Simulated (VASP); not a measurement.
Set up this calculation in VASP 6.6.1, as the native input.

```yaml
Task: electric field gradients
Functional: LDA
Potentials_or_basis: VASP PAW LDA potentials, release 64 (Sc_sv, Pt)
Cutoff: 520 eV
k_mesh: 10 × 10 × 10
Occupations: fermi-dirac, width 0.05 eV
Spin: no spin polarisation
Dipole_correction: no
Further_INCAR_settings: ALGO = Normal; EDIFF = 1e-08; NBANDS = 18
```

The structure of ScPt lies in POSCAR:

```
ScPt
1.0
    3.2700000000     -0.0163500000     -0.0163500000
   -0.0163500000      3.2700000000     -0.0163500000
   -0.0163500000     -0.0163500000      3.2700000000
Sc Pt
1 1
Direct
    0.5000000000      0.5000000000      0.5000000000
    0.0000000000      0.0000000000      0.0000000000
```

This cell differs from its parent crystal: equal xy, yz and zx shear strains of -1 %.

These files were run (other wordings do the same):

INCAR

```
ALGO     = Normal         # electronic algorithm
EDIFF    = 1E-8           # SCF threshold, eV
ENCUT    = 520            # plane-wave cutoff, eV
ISIF     = 2              # what is computed and relaxed
ISMEAR   = -1             # smearing method
LASPH    = T              # aspherical terms in the spheres
LCHARG   = F              # write CHGCAR
LEFG     = T            
LREAL    = F              # projectors in reciprocal space
LWAVE    = F              # write WAVECAR
NBANDS   = 18             # bands
NELM     = 80             # most SCF steps
PREC     = Accurate       # precision mode
SIGMA    = 0.05           # smearing width, eV
```

KPOINTS

```
k-points
0
Gamma
  10 10 10
```

Potentials or basis: VASP PAW LDA potentials, release 64 (Sc_sv, Pt).

Run with:

```console
$ cat potpaw_LDA.64/Sc_sv/POTCAR potpaw_LDA.64/Pt/POTCAR > POTCAR
$ mpirun -np 1 vasp_std > vasp.out
```

Results of the run:

```json
{
  "Pressure": "-4.8 GPa",
  "Band gap on the k mesh": "zero (an odd number of electrons rules out a gap without spin polarisation)",
  "Largest electric field gradient by atom": "Sc -1.3; Pt +12.0 V/Å²"
}
```

Caveat: the cell differs from its parent crystal (equal xy, yz and zx shear strains of -1 %); the cell stands under tension; without QUAD_EFG the Cq values of the log hold for a quadrupole moment of 1 mb, not for the nuclei; spin-orbit coupling is left out, which moves the levels of the heavy elements.

Run time: 24 s on 1 thread of AMD EPYC 9R45 96-Core Processor (Zen 5) (shared host), peak memory 0.16 GiB.
